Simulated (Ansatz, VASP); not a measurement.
# Nb: VASP beside Ansatz

```
CELL_PARAMETERS angstrom
2.81083 0.00000 0.00000
-1.40541 2.43425 0.00000
0.00000 0.00000 5.15553
ATOMIC_POSITIONS crystal
Nb 0.33333 0.66667 0.25000
Nb 0.66667 0.33333 0.75000
```

Alike in both runs: functional LDA; k mesh 15 × 15 × 8; occupations fermi-dirac, width 0.05 eV; no spin polarisation.

Ansatz relaxed the structure, and its values are those at the end. VASP's run is a single point on that final structure, the one shown.

```csv
,VASP,Ansatz
version,VASP 6.6.1,Ansatz 0.2.0
potentials or method,"VASP PAW LDA potentials, release 64 (Nb_sv)","PAW with Ansatz's default frozen-core files, scalar-relativistic"
plane-wave cutoff (eV),520,420
valence electrons in the cell,26,26
```

VASP gave:

- pressure (GPa): -0.1

Question: Estimate Ansatz's values.

Answer: Pressure (GPa): 0.0.

LDA's correlation is that of Perdew and Zunger in VASP and of Perdew and Wang (1992) in Ansatz.
